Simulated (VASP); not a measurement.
Input of a VASP 6.6.1 run:

INCAR

```
PREC = Accurate ; ENCUT = 520
EDIFF = 1E-8 ; ISMEAR = -1
SIGMA = 0.15 ; LREAL = False
LASPH = True ; NELM = 80
ALGO = Normal ; ISIF = 2
LWAVE = False ; LCHARG = True
GGA = PE ; IBRION = 8
NSW = 1
```

The input KPOINTS:

```
regular mesh
0
Gamma
  16 16 16
```

The input POSCAR:

```
TaN
1.0
    0.0000000000      2.2092034514      2.2092034514
    2.2092034514      0.0000000000      2.2092034514
    2.2092034514      2.2092034514      0.0000000000
Ta N
1 1
Direct
    0.5000000000      0.5000000000      0.5000000000
    0.0000000000      0.0000000000      0.0000000000
```

Potentials or basis: VASP PAW PBE potentials, release 64 (Ta_pv, N).

Launch:

```console
$ cat potpaw_PBE.64/Ta_pv/POTCAR potpaw_PBE.64/N/POTCAR > POTCAR
$ mpirun -np 1 vasp_std > vasp.out
```

Task: Estimate the highest phonon frequency at Γ, LO-TO splitting left out.

Result: 383 cm⁻¹.

Phonon frequencies in cm⁻¹ (negative: imaginary):
| q point | frequencies |
| --- | --- |
| (0.000, 0.000, 0.000) | 0 0 0 383 383 383 |
